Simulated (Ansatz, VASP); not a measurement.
**ZrTaN in VASP and in Ansatz**

INCAR

```
SYSTEM = ZrTaN
ALGO = Normal
EDIFF = 1E-7
EDIFFG = -0.04
ENCUT = 600
GGA = PE
IBRION = 2
ISIF = 3
ISMEAR = 0
LASPH = .TRUE.
LCHARG = .FALSE.
LREAL = .FALSE.
LWAVE = .FALSE.
NELM = 80
NSW = 90
PREC = Accurate
SIGMA = 0.1
```

Contents of KPOINTS:

```
k-points
0
G
  6 6 2
  0 0 0
```

File POSCAR:

```
ZrTaN
1.0
    3.0698144200      0.0000000000      0.0000000000
    0.0000000000      3.0698144200      0.0000000000
    0.0000000000      0.0000000000      7.8028167300
Zr Ta N
2 2 2
Direct
    0.0000000000      0.5000000000      0.6647710200
    0.5000000000      0.0000000000      0.3352289800
    0.5000000000      0.0000000000      0.9026290200
    0.0000000000      0.5000000000      0.0973709800
    0.0000000000      0.5000000000      0.3764100100
    0.5000000000      0.0000000000      0.6235899900
```

Input for Ansatz:

```yaml
crystal:
  lattice:
    - [3.06981442, 0.0, 0.0]
    - [0.0, 3.06981442, 0.0]
    - [0.0, 0.0, 7.80281673]
  atoms:
    - { symbol: Zr, position: [0.0, 0.5, 0.66477102] }
    - { symbol: Zr, position: [0.5, 0.0, 0.33522898] }
    - { symbol: Ta, position: [0.5, 0.0, 0.90262902] }
    - { symbol: Ta, position: [0.0, 0.5, 0.09737098] }
    - { symbol: "N", position: [0.0, 0.5, 0.37641001] }
    - { symbol: "N", position: [0.5, 0.0, 0.62358999] }
basis:
  ecutwfc: 420
kpoints:
  mp_grid: { grid: [6, 6, 2] }
hamiltonian:
  xc: pbe
scf:
  occupations: { method: gaussian, width: 0.1 }
  lower_state_search: "off"
output:
  forces: true
  stress: true
  eigenvalues: true
relax:
  adjacent_minimum: "off"
  f_tol: 0.04
  max_steps: 70
  cell: { stress_tol: 0.4 }
```

Change from the starting cell: species swapped into the TaMoN type (P4/nmm, No. 129).

Alike in both runs: task relaxation of cell and atoms; functional PBE; k mesh 6 × 6 × 2; occupations gaussian, width 0.1 eV; no spin polarisation.

```csv
,VASP,Ansatz
version,VASP 6.6.1,Ansatz 0.2.0
potentials or method,"VASP PAW PBE potentials, release 64 (Zr_sv, Ta_pv, N), cutoff 600 eV","scalar-relativistic, plane waves, PAW"
valence electrons in the cell,56,60
```

VASP gave:

```
gap on the k mesh at the Fermi level, each at its own relaxed structure (eV) : none
relaxed volume (Å³/atom)                                                     : 14.61
relaxed cell length with the largest relative difference (Å)                 : 7.907
```

Estimate Ansatz's values.

gap on the k mesh at the Fermi level, each at its own relaxed structure (eV): none; relaxed volume (Å³/atom): 14.61; relaxed cell length with the largest relative difference (Å): 7.904.

A gap of «none» marks a metal or a gap that the smearing closes. VASP's potentials hold 56 valence electrons a cell and Ansatz's 60, so a difference there can come from the potentials and not from the codes.

The k mesh is coarse, so the values compare programs but aren't converged. Spin-orbit coupling is off throughout. Noted on VASP's run: the volume moved by over 15 % at a fixed basis, so the end points are rough.
